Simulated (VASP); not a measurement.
Wanted: the native input for a VASP 6.6.1 run.

```yaml
Task: single point
Functional: LDA
Potentials_or_basis: VASP PAW LDA potentials, release 64 (Ba_sv)
Cutoff: 520 eV
k_mesh: 9 × 9 × 9
Occupations: fermi-dirac, width 0.1 eV
Spin: no spin polarisation
Dipole_correction: no
Further_INCAR_settings: ALGO = Normal; EDIFF = 1e-07; NBANDS = 11
```

The structure of Ba lies in POSCAR:

```
Ba
1.0
   -2.3789385171      2.3789385171      2.3789385171
    2.3789385171     -2.3789385171      2.3789385171
    2.3789385171      2.3789385171     -2.3789385171
Ba
1
Direct
    0.0000000000      0.0000000000      0.0000000000
```

The input as run:

INCAR

```
PREC = Accurate
ENCUT = 520
EDIFF = 1E-7
ISMEAR = -1
SIGMA = 0.1
LREAL = False
LASPH = True
NELM = 100
ALGO = Normal
ISIF = 2
LWAVE = False
LCHARG = False
GGA = CA
NBANDS = 11
```

KPOINTS

```
regular mesh
0
Gamma
  9 9 9
```

Potentials or basis: VASP PAW LDA potentials, release 64 (Ba_sv).

Command:

```console
$ cat potpaw_LDA.64/Ba_sv/POTCAR > POTCAR
$ mpirun -np 1 vasp_std > vasp.out
```

Results of the run:

The pressure is 0.1 GPa and the band gap on the k mesh is zero (bands 5 and 6 overlap by 1.26 eV).

Caveat: spin-orbit coupling is left out, which moves the levels of the heavy elements.

Wall time 7.8 s on 1 thread of Intel(R) Xeon(R) Platinum 8488C (Sapphire Rapids) (shared host), peak memory 0.16 GiB.
